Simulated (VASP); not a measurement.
Set up this calculation in VASP 6.6.1, as the native input.

```yaml
Task: single point
Functional: PBE
Potentials_or_basis: VASP PAW PBE potentials, release 64 (Na_pv, Cl)
Cutoff: 520 eV
k_mesh: 4 × 4 × 4
Occupations: gaussian, width 0.01 eV
Spin: no spin polarisation
Dipole_correction: no
Further_INCAR_settings: ALGO = Normal; EDIFF = 1e-07; NBANDS = 14
```

The structure of NaCl lies in POSCAR:

```
NaCl
1.0
    0.0000000000      3.0872727859      3.0872727859
    3.0872727859      0.0000000000      3.0872727859
    3.0872727859      3.0872727859      0.0000000000
Na Cl
1 1
Direct
    0.0000000000      0.0000000000      0.0000000000
    0.2500000000      0.2500000000      0.2500000000
```

One way to write it, as run:

INCAR

```
PREC     = Accurate       # precision mode
ENCUT    = 520            # plane-wave cutoff, eV
EDIFF    = 1E-7           # SCF threshold, eV
ISMEAR   = 0              # smearing method
SIGMA    = 0.01           # smearing width, eV
LREAL    = False          # projectors in reciprocal space
LASPH    = True           # aspherical terms in the spheres
NELM     = 80             # most SCF steps
ALGO     = Normal         # electronic algorithm
ISIF     = 2              # what is computed and relaxed
LWAVE    = False          # write WAVECAR
LCHARG   = False          # write CHGCAR
GGA      = PE             # functional
NBANDS   = 14             # bands
```

KPOINTS

```
regular mesh
0
Gamma
  4 4 4
```

Potentials or basis: VASP PAW PBE potentials, release 64 (Na_pv, Cl).

The run is started by

```bash
$ cat potpaw_PBE.64/Na_pv/POTCAR potpaw_PBE.64/Cl/POTCAR > POTCAR
$ mpirun -np 1 vasp_std > vasp.out
```

It gave:

```yaml
Pressure: 0.7 GPa
Band_gap_on_the_k_mesh: 4.94 eV
```

Caveat: the k points lie up to 0.44 Å⁻¹ apart; the structure was generated, so it needn't be the stable form of NaCl.

Run time: 14 s on 1 thread of AMD EPYC 7R13, on a shared host, peak memory 0.14 GiB.
